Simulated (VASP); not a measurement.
# TaW2N4 (P1) in VASP: single point with PBE

Aim: the single point of TaW2N4 with PBE.

All numbers are computed with VASP 6.6.1; they aren't measurements. Logs are shortened: lines on timing, memory, paths and dates and some standing lists are left out, and cuts for length are marked.

### 1 The cell of the first run

The typed cell holds 7 atoms: a = 3.092 Å, b = 5.151 Å, c = 5.149 Å, α = 108.91°, β = 89.79°, γ = 89.75°.

### 2 Single point, PBE

File INCAR:

```
SYSTEM = TaW2N4
PREC = Accurate
ENCUT = 520
EDIFF = 1E-6
ISMEAR = 0
SIGMA = 0.2
LREAL = .FALSE.
LASPH = .TRUE.
NELM = 100
ALGO = Normal
ISIF = 2
LWAVE = .FALSE.
LCHARG = .FALSE.
GGA = PE
NBANDS = 38
```

File KPOINTS:

```
regular mesh
0
G
  8 4 4
  0 0 0
```

File POSCAR:

```
TaW2N4
1.0
    0.0109548215     -0.0006942984      3.0920064781
    2.9947388555     -4.1908842160      0.0113081361
    2.9931888784      4.1893999181      0.0094394700
Ta W N
1 2 4
Direct
   -0.0140505118     -0.0007090667     -0.0006582387
    0.5050574196     -0.0052968997      0.5224563799
    0.5070998030      0.5224438451     -0.0052946547
    0.4925602764      0.2274911112      0.2274433901
    0.4972026773      0.7403540234      0.7402666728
    0.0061126390      0.7493591546      0.2663592277
    0.0060176966      0.2663578322      0.7494272230
```

Potentials or basis: VASP PAW PBE potentials, release 64 (Ta_pv, W_sv, N).

On the command line:

```bash
$ cat potpaw_PBE.64/Ta_pv/POTCAR potpaw_PBE.64/W_sv/POTCAR potpaw_PBE.64/N/POTCAR > POTCAR
$ mpirun -np 1 vasp_std > vasp.out
```

OUTCAR:

```text
SYSTEM = TaW2N4
   PREC = Accurate
   ENCUT = 520
   EDIFF = 1E-6
   ISMEAR = 0
   LREAL = .FALSE.
   LASPH = .TRUE.
   NELM = 100
   ISIF = 2
   GGA = PE

 ion  position               nearest neighbor table
   1  0.986  0.999  0.999-   4 2.04   4 2.09   6 2.17   7 2.17   5 2.17   5 2.21   3 2.87   2 2.87
                             2 2.92   3 2.93   3 3.08   2 3.08   2 3.15   3 3.15
   2  0.505  0.995  0.522-   5 1.98   7 2.15   6 2.15   6 2.16   7 2.17   4 2.22   1 2.87   1 2.92
                             3 3.00   3 3.00   1 3.08   1 3.15
   3  0.507  0.522  0.995-   5 1.98   7 2.15   6 2.15   6 2.16   7 2.17   4 2.22   1 2.87   1 2.93
                             2 3.00   2 3.00   1 3.08   1 3.15
   4  0.493  0.227  0.227-   1 2.04   1 2.09   3 2.22   2 2.22
   5  0.497  0.740  0.740-   2 1.98   3 1.98   1 2.17   1 2.21
   6  0.006  0.749  0.266-   2 2.15   3 2.15   2 2.16   3 2.16   1 2.17
   7  0.006  0.266  0.749-   3 2.15   2 2.15   3 2.17   2 2.17   1 2.17

  LATTYP: Found a triclinic cell.
 ALAT       =     5.9879638620
 B/A-ratio  =     0.8598614560
 C/A-ratio  =     0.5163735175
 COS(alpha) =     0.0037102392
 COS(beta)  =     0.0070078242
 COS(gamma) =     0.5811361533

  Lattice vectors:

 A1 = (   5.9879277339,  -0.0014842979,   0.0207476061)
 A2 = (   2.9931888784,   4.1893999181,   0.0094394700)
 A3 = (   0.0109548215,  -0.0006942984,   3.0920064781)

Analysis of symmetry for initial positions (statically):
=====================================================================
 Subroutine PRICEL returns:
 Original cell was already a primitive cell.

 Routine SETGRP: Setting up the symmetry group for a
 triclinic supercell.

 Subroutine GETGRP returns: Found  1 space group operations
 (whereof  1 operations were pure point group operations)
 out of a pool of  2 trial point group operations.

The static configuration has the point symmetry C_1 .

Analysis of symmetry for dynamics (positions and initial velocities):
=====================================================================
 Subroutine PRICEL returns:
 Original cell was already a primitive cell.

 Routine SETGRP: Setting up the symmetry group for a
 triclinic supercell.

 Subroutine GETGRP returns: Found  1 space group operations
 (whereof  1 operations were pure point group operations)
 out of a pool of  2 trial point group operations.

The dynamic configuration has the point symmetry C_1 .

 Subroutine INISYM returns: Found  1 space group operations
 (whereof  1 operations are pure point group operations),
 and found     1 'primitive' translations

----------------------------------------------------------------------------------------

                                     Primitive cell

  volume of cell :      77.5783

  direct lattice vectors                    reciprocal lattice vectors
     0.010954821 -0.000694298  3.092006478    -0.001120597  0.000071910  0.323418574
     2.994738856 -4.190884216  0.011308136     0.166975255 -0.119296951 -0.000618373
     2.993188878  4.189399918  0.009439470     0.167034228  0.119358464 -0.000564992

  length of vectors
     3.092025962  5.150931877  5.148819325     0.323420523  0.205214231  0.205297821

  position of ions in fractional coordinates (direct lattice)
     0.985949488  0.999290933  0.999341761
     0.505057420  0.994703100  0.522456380
     0.507099803  0.522443845  0.994705345
     0.492560276  0.227491111  0.227443390
     0.497202677  0.740354023  0.740266673
     0.006112639  0.749359155  0.266359228
     0.006017697  0.266357832  0.749427223

  ion indices of the primitive-cell ions
   primitive index   ion index
                 1           1
                 2           2
                 3           3
                 4           4
                 5           5
                 6           6
                 7           7

----------------------------------------------------------------------------------------

 KPOINTS: regular mesh

Automatic generation of k-mesh.
 Grid dimensions read from file:
 generate k-points for:    8    4    4

 Generating k-lattice:

  Cartesian coordinates                     Fractional coordinates (reciprocal lattice)
    -0.000140075  0.000008989  0.040427322     0.125000000 -0.000000000  0.000000000
     0.041743814 -0.029824238 -0.000154593    -0.000000000  0.250000000 -0.000000000
     0.041758557  0.029839616 -0.000141248     0.000000000  0.000000000  0.250000000

  Length of vectors
     0.040427565  0.051303558  0.051324455

  Shift w.r.t. Gamma in fractional coordinates (k-lattice)
     0.000000000  0.000000000  0.000000000

 Subroutine IBZKPT returns following result:
 ===========================================

 Found     68 irreducible k-points:

 Following reciprocal coordinates:
            Coordinates               Weight
  0.000000  0.000000  0.000000      1.000000
  0.125000  0.000000 -0.000000      2.000000
  0.250000  0.000000 -0.000000      2.000000
  0.375000  0.000000  0.000000      2.000000
  0.500000  0.000000 -0.000000      1.000000
 -0.000000  0.250000 -0.000000      2.000000
[... 16 lines left out ...]
  0.500000 -0.000000  0.250000      2.000000
 -0.375000 -0.000000  0.250000      2.000000
 [... further k-points ...]
   k-points           NKPTS =     68   k-points in BZ     NKDIM =     68   number of bands    NBANDS=     38
   number of dos      NEDOS =    301   number of ions     NIONS =      7
   total plane-waves  NPLWV =  38400
   dimension x,y,z NGX =    24 NGY =   40 NGZ =   40
   dimension x,y,z NGXF=    48 NGYF=   80 NGZF=   80
   ions per type =               1   2   4
   NGX,Y,Z   is equivalent  to a cutoff of  12.90, 12.91, 12.92 a.u.
   NGXF,Y,Z  is equivalent  to a cutoff of  25.81, 25.82, 25.83 a.u.
 SYSTEM =  TaW2N4
   PREC   = accura    normal or accurate (medium, high low for compatibility)
   ISTART =      0    job   : 0-new  1-cont  2-samecut
   ICHARG =      2    charge: 1-file 2-atom 10-const
   ISPIN  =      1    spin polarized calculation?
   LNONCOLLINEAR =      F non collinear calculations
   LSORBIT =      F    spin-orbit coupling
   LASPH  =      T    aspherical Exc in radial PAW
   ENCUT  =  520.0 eV  38.22 Ry    6.18 a.u.   5.75  9.58  9.57*2*pi/ulx,y,z
   NELM   =    100;   NELMIN=  2; NELMDL= -5     # of ELM steps
   EDIFF  = 0.1E-05   stopping-criterion for ELM
   LREAL  =      F    real-space projection
   EDIFFG = 0.1E-04   stopping-criterion for IOM
   NSW    =      0    number of steps for IOM
   IBRION =     -1    ionic relax: 0-MD 1-quasi-New 2-CG
   NFREE  =      0    steps in history (QN), initial steepest desc. (CG)
   ISIF   =      2    stress and relaxation
   ISYM   =      2    0-nonsym 1-usesym 2-fastsym
   POTIM  = 0.5000    time-step for ionic-motion
   TEBEG  =    0.0;   TEEND  =   0.0 temperature during run
   PSTRESS=    0.0 pullay stress
   NELECT =      59.0000    total number of electrons
   NUPDOWN=      -1.0000    fix difference up-down
   EMIN   =  10.00;   EMAX   =-10.00  energy-range for DOS
   EFERMI =   0.00;   METHOD = LEGACY
   ISMEAR =     0;   SIGMA  =   0.20  broadening in eV -4-tet -1-fermi 0-gaus
   EFERMI_NEDOS =   21; number of points for ismear=-14 and -15
   IALGO  =     38    algorithm
   IMIX   =      4    mixing-type and parameters
     AMIX     =   0.40;   BMIX     =  1.00
     AMIX_MAG =   1.60;   BMIX_MAG =  1.00
  volume/ion in A,a.u.               =      11.08        74.79
  Fermi-wavevector in a.u.,A,eV,Ry     =   1.494326  2.823867 30.381954  2.233011
  Thomas-Fermi vector in A             =   2.606613
   LORBIT       =      0    0 simple, 1 ext, 2 COOP (PROOUT), +10 PAW based schemes
   GGA     = PE    functional components
   LHFCALC =     F    Hartree Fock is set to
   AEXX    =    0.0000 exact exchange contribution
   IVDW    =     0    specifies the selected vdW correction
   LEPSILON=     F    determine dielectric tensor
   LRPA    =     F    only Hartree local field effects (RPA)
 non-spin polarized calculation
 Gauss-broadening in eV      SIGMA  =   0.20
  energy-cutoff  :      520.00
  volume of cell :       77.58
 maximum number of plane-waves:      2103
   NGX = 11   NGY = 19   NGZ = 19

 number of electron      58.9999999 magnetization

 Free energy of the ion-electron system (eV)
  ---------------------------------------------------
  ext. energy  EPLUGINS =         0.00000000
  ---------------------------------------------------
  free energy    TOTEN  =       -73.88546119 eV

  energy without entropy =      -73.84075290  energy(sigma->0) =      -73.86310704

 E-fermi :   8.9480     XC(G=0): -12.6805

 val. band max:        8.9419717206   @ k =   0.1250   0.5000   0.5000
 cond. band min:       8.9784904991   @ k =  -0.2500  -0.0000   0.2500
 fundamental gap:      0.0365187785
 Fermi energy:         8.9479567382

 k-point     1 :       0.0000    0.0000    0.0000
  band No.  band energies     occupation
      1     -66.6830      2.00000
      2     -66.6639      2.00000
      3     -31.2542      2.00000
      4     -30.9019      2.00000
      5     -30.8240      2.00000
      6     -30.8141      2.00000
[... 30 lines left out ...]
     37      12.4227      0.00000
     38      12.4382      0.00000

 k-point     2 :       0.1250    0.0000   -0.0000
  band No.  band energies     occupation
      1     -66.6812      2.00000
      2     -66.6619      2.00000
      3     -31.2427      2.00000
      4     -30.9005      2.00000
      5     -30.8684      2.00000
      6     -30.8164      2.00000
[... 30 lines left out ...]
     37      11.9716      0.00000
     38      12.2015      0.00000
[... 859 lines left out ...]
     37      12.9726      0.00000
     38      13.3620      0.00000

 k-point    24 :      -0.3750   -0.0000    0.2500
  band No.  band energies     occupation
      1     -66.6692      2.00000
      2     -66.6558      2.00000
      3     -31.1332      2.00000
      4     -31.1021      2.00000
      5     -31.0465      2.00000
      6     -30.8942      2.00000
[... 30 lines left out ...]
     37      12.4482      0.00000
     38      13.1143      0.00000

 [... further k-points ...]

------------------------ aborting loop because EDIFF is reached ----------------------------------------

  FORCE on cell =-STRESS in cart. coord.  units (eV):
  Direction    XX          YY          ZZ          XY          YZ          ZX
  --------------------------------------------------------------------------------------
  -------------------------------------------------------------------------------------
  Total        0.5158510      0.7006274      0.4702102      0.0242322      0.0127862      0.0456609
  in kB       10.6535549     14.4696281      9.7109632      0.5004532      0.2640647      0.9430067
  external PRESSURE =      11.6113821 kB  Pullay stress =       0.0000000 kB

 VOLUME and BASIS-vectors are now :
 -----------------------------------------------------------------------------
  energy-cutoff  :      520.00
  volume of cell :       77.58
      direct lattice vectors                 reciprocal lattice vectors
     0.010954821 -0.000694298  3.092006478    -0.001120597  0.000071910  0.323418574
     2.994738856 -4.190884216  0.011308136     0.166975255 -0.119296951 -0.000618373
     2.993188878  4.189399918  0.009439470     0.167034228  0.119358464 -0.000564992

 POSITION                                       TOTAL-FORCE (eV/Angst)
 -----------------------------------------------------------------------------------
      5.99463     -0.00195      3.06930        -0.014504     -0.001121     -0.011997
      4.54822     -1.98026      1.57782         0.003485     -0.041567      0.015736
      4.54748      1.97736      1.58325        -0.001060      0.031107      0.001400
      1.36745     -0.00088      1.52772         0.059471      0.001538     -0.010896
      4.43837     -0.00181      1.55271        -0.048335      0.013688      0.000015
      3.04147     -2.02460      0.02989         0.000769      0.029776      0.003590
      3.04092      2.02337      0.02869         0.000175     -0.033421      0.002152
 -----------------------------------------------------------------------------------
    total drift:                                0.000585      0.000005     -0.000267

  FREE ENERGIE OF THE ION-ELECTRON SYSTEM (eV)
  ---------------------------------------------------
  free  energy   TOTEN  =       -73.8854611859 eV

  energy  without entropy=      -73.8407529033  energy(sigma->0) =      -73.86310704
```

Run time: 2.2 min. Hardware: 1 thread of AMD EPYC 9R45 (Zen 5), shared host; peak memory 0.28 GiB.

What came out:

| Item | Value |
| --- | --- |
| Free energy | -73.8855 eV |
| Pressure | 1.2 GPa |
| Largest force | 0.060 eV/Å |
| Band gap on the k mesh | zero (an odd number of electrons rules out a gap without spin polarisation) |

Forces on the atoms (eV/Å):
```
Ta  -0.015 -0.001 -0.012
W    0.003 -0.042  0.016
W   -0.001  0.031  0.001
N    0.059  0.002 -0.011
N   -0.048  0.014  0.000
N    0.001  0.030  0.004
N    0.000 -0.033  0.002
```

Caveat: spin-orbit coupling is left out, which moves the levels of the heavy elements.
